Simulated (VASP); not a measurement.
Crystal: LiV.

```xyz
2
Lattice="3.2700 0.0000 0.0000 0.0000 3.2700 0.0000 0.0000 0.0000 3.2700" Properties=species:S:1:pos:R:3 pbc="T T T"
Li    0.0000    0.0000    0.0000
V     1.6350    1.6350    1.6350
```

```yaml
Program: VASP 6.6.1
Task: relaxation of volume and atoms at fixed shape
Functional: PBE
Potentials_or_basis: VASP PAW PBE potentials, release 64 (Li_sv, V_sv)
Cutoff: 600 eV
k_mesh: 13 × 13 × 13
Occupations: fermi-dirac, width 0.1 eV
Spin: collinear spin, ferromagnetic start
Starting_moments: "[0.0, 1.5] μB"
```

At the start: pressure -11.6 GPa; volume 17.48 Å³/atom.

Problem. Where does the relaxation end?

Solution. Over 6 steps the energy falls by 214.4 meV/atom and the volume is 13.18 Å³/atom (-24.6 %); space group Pm-3m (No. 221, to 0.1 Å) before and after; moment 0.00 μB per cell.

Step by step:
| step | energy change (eV) | largest force (eV/Å) | pressure (GPa) | volume (Å³) |
| --- | --- | --- | --- | --- |
| 1 | 0.0000 | 0.0000 | -11.56 | 34.97 |
| 2 | -0.3728 | 0.0000 | -6.19 | 28.96 |
| 3 | -0.4241 | 0.0000 | -2.06 | 27.03 |
| 4 | -0.4288 | 0.0000 | 0.32 | 26.19 |
| 5 | -0.4289 | 0.0000 | -0.16 | 26.35 |
| 6 | -0.4289 | 0.0000 | -0.05 | 26.35 |

Final structure:
```cif
data_structure
_symmetry_space_group_name_H-M 'P 1'
_symmetry_Int_Tables_number 1
_cell_length_a 2.9758
_cell_length_b 2.9758
_cell_length_c 2.9758
_cell_angle_alpha 90.000
_cell_angle_beta 90.000
_cell_angle_gamma 90.000
_cell_volume 26.35
loop_
_atom_site_label
_atom_site_type_symbol
_atom_site_fract_x
_atom_site_fract_y
_atom_site_fract_z
_atom_site_occupancy
Li1 Li 0.00000 0.00000 0.00000 1
V1 V 0.50000 0.50000 0.50000 1
```

Caveat: the cutoff is under 1.25 times the usual one of these potentials, so pressure, stress and relaxed cells hold a basis-set (Pulay) error; the volume moved by over 15 % at a fixed basis, so the end points are rough.
